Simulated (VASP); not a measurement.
Runs of VASP 6.6.1 on CdSe. The structure is that of space group F-43m (No. 216), or close to it. The cells are those of the table. 

| task | cell | cutoff (eV) | gap on the mesh (eV) | pressure (GPa) |
| --- | --- | --- | --- | --- |
| single point | a = 4.252 Å, angles 60.0°, 2 atoms | 520 | 0.68 | 5.4 |
| relaxation of cell and atoms | relaxed from a = 4.342 Å, angles 60.0°, 2 atoms | 600 | 0.48 | 0.0 |
| relaxation of cell and atoms | relaxed to 2 GPa from a = 4.342 Å, angles 60.0°, 2 atoms | 600 | 0.57 | 2.0 |
| relaxation of cell and atoms | relaxed to 5 GPa from a = 4.342 Å, angles 60.0°, 2 atoms | 600 | (b) | 5.0 |
| relaxation of cell and atoms | relaxed to -2 GPa from a = 4.342 Å, angles 60.0°, 2 atoms | 600 | (a) | -2.0 |

Alike in all rows: level PBE; potentials or basis VASP PAW PBE potentials, release 64 (Cd, Se); no spin polarisation; k mesh 6 × 6 × 6; smearing fermi-dirac 0.1 eV.

Task: Estimate the missing entries.

Result: (a) 0.38; (b) 0.67.

Caveats: the cell is relaxed towards a set pressure, so the enthalpy falls and the energy may rise (some runs).

A k mesh can miss the band edges, and the runs leave out spin-orbit coupling on Cd, Se.
